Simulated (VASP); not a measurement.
Write the native input for VASP 6.6.1 that does the following.

```
Task                   : relaxation of cell and atoms
Functional             : PBEsol
Potentials or basis    : VASP PAW PBE potentials, release 64 (B, As)
Cutoff                 : 600 eV
k mesh                 : 8 × 8 × 8
Occupations            : fermi-dirac, width 0.02 eV
Spin                   : no spin polarisation
Dipole correction      : no
Further INCAR settings : ALGO = Normal; EDIFF = 1e-06; IBRION = 2; EDIFFG = -0.005; NSW = 80; ISIF = 3
```

The structure of BAs lies in POSCAR:

```
BAs
1.0
    0.0000000000      2.4044049119      2.4044049119
    2.4044049119      0.0000000000      2.4044049119
    2.4044049119      2.4044049119      0.0000000000
B As
1 1
Direct
    0.0000000000      0.0000000000      0.0000000000
    0.2500000000      0.2500000000      0.2500000000
```

One way to write it, as run:

INCAR

```
ALGO     = Normal         # electronic algorithm
EDIFF    = 1E-6           # SCF threshold, eV
EDIFFG   = -0.005         # ionic threshold
ENCUT    = 600            # plane-wave cutoff, eV
GGA      = PS             # functional
IBRION   = 2              # ionic algorithm
ISIF     = 3              # what is computed and relaxed
ISMEAR   = -1             # smearing method
LASPH    = T              # aspherical terms in the spheres
LCHARG   = F              # write CHGCAR
LREAL    = F              # projectors in reciprocal space
LWAVE    = F              # write WAVECAR
NELM     = 60             # most SCF steps
NSW      = 80             # ionic steps
PREC     = Accurate       # precision mode
SIGMA    = 0.02           # smearing width, eV
```

KPOINTS

```
k-points
0
Gamma
  8 8 8
```

Potentials or basis: VASP PAW PBE potentials, release 64 (B, As).

Run with:

```console
$ cat potpaw_PBE.64/B/POTCAR potpaw_PBE.64/As/POTCAR > POTCAR
$ mpirun -np 1 vasp_std > vasp.out
```

It gave:

```json
{"Relaxed volume": "13.63 Å³/atom", "Relaxed cell": "a = 3.378 Å, b = 3.378 Å, c = 3.378 Å, α = 60.00°, β = 60.00°, γ = 60.00°", "Space group after relaxing (to 0.05 Å)": "F-43m (No. 216)", "Energy gained by relaxing": "2.3 meV/atom", "Ionic steps": "3", "Pressure after relaxing": "0.0 GPa", "Band gap on the k mesh": "1.09 eV, indirect (least direct gap 3.24 eV)"}
```

Caveat: the PAW data sets were made with another functional, which shifts forces and pressure a little.

It took 9.3 s on 1 thread of Intel(R) Xeon(R) 6975P-C (Granite Rapids) (shared host), peak memory 0.16 GiB.
